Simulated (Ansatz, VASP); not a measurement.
One calculation of In, two programs

File INCAR:

```
PREC = Accurate ; ENCUT = 520
EDIFF = 1E-6 ; ISMEAR = -1
SIGMA = 0.1 ; LREAL = F
LASPH = T ; NELM = 80
ALGO = Normal ; ISIF = 2
LWAVE = F ; LCHARG = F
GGA = RE ; NBANDS = 20
```

Contents of KPOINTS:

```
regular mesh
0
Gamma
  12 12 7
```

The input POSCAR:

```
In
1.0
    3.2978330942      0.0000000000      0.0000000000
   -1.6489165471      2.8560072370      0.0000000000
    0.0000000000      0.0000000000      5.3527953681
In
2
Direct
    0.3333333333      0.6666666667      0.2500000000
    0.6666666667      0.3333333333      0.7500000000
```

Input for Ansatz:

```yaml
crystal:
  lattice:
    - [3.2978330942, 0.0, 0.0]
    - [-1.6489165471, 2.856007237, 0.0]
    - [0.0, 0.0, 5.3527953681]
  atoms:
    - { symbol: In, position: [0.3333333333, 0.6666666667, 0.25] }
    - { symbol: In, position: [0.6666666667, 0.3333333333, 0.75] }
hamiltonian:
  xc: revpbe
  pseudopotentials:
    kind: paw
    azcp:
      In: "pseudopotentials/In.paw.azcp"
basis:
  ecutwfc: 420
  fft_grid_basis: typed
kpoints:
  mp_grid: { grid: [12, 12, 7], shift: [0, 0, 0] }
magnetization:
  spin_polarized: false
scf:
  occupations: { method: fermi_dirac, width: 0.1 }
  lower_state_search: "off"
output:
  stress: true
  write_density: true
  write_potential: true
  elf: true
  volumetric_format: npy
```

Alike in both runs: task single point; functional revPBE; k mesh 12 × 12 × 7; occupations fermi-dirac, width 0.1 eV; no spin polarisation.

```csv
,VASP,Ansatz
version,VASP 6.6.1,Ansatz 0.2.0
potentials or method,"VASP PAW PBE potentials, release 64 (In_d), cutoff 520 eV","plane waves (420 eV) with PAW, scalar-relativistic"
valence electrons in the cell,26,26
```

Ansatz gave:

```
pressure (GPa)                                                : 5.4
traceless stress, the component that is largest in VASP (GPa) : -0.42
```

Task: Which values does VASP return?

Result: Pressure (GPa): 5.3; traceless stress, the component that is largest in VASP (GPa): -0.42.

VASP's potentials were made for PBE, not for revPBE.
